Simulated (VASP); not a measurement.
The system is BaTe.

```
Ba Te
1.0
     0.00000    3.63836    3.63836
     3.63836    0.00000    3.63836
     3.63836    3.63836    0.00000
Ba Te
1 1
Direct
  0.00000 0.00000 0.00000
  0.50000 0.50000 0.50000
```

This cell differs from its parent crystal: strain +3.0%.

Base run:

- Program: VASP 6.6.1
- Functional: PBE
- Potentials or basis: VASP PAW PBE potentials, release 64 (Ba_sv, Te)
- Cutoff: 520 eV
- k mesh: 6 × 6 × 6
- Occupations: fermi-dirac, width 0.02 eV
- Spin: no spin polarisation

Its results: band gap on the k mesh 1.74 eV (least direct gap 2.11 eV); pressure -1.9 GPa.

Task: The run is repeated on the same cell with these changes: functional from PBE to r2SCAN; occupations from fermi-dirac, width 0.02 eV to gaussian, width 0.01 eV. What comes out?

Result: Band gap on the k mesh 2.09 eV (least direct gap 2.47 eV); pressure -2.0 GPa.

Caveats: spin-orbit coupling is left out, which moves the levels of the heavy elements; the PAW data sets were made with another functional, which shifts forces and pressure a little (at least some runs).

A k mesh can miss the band edges.
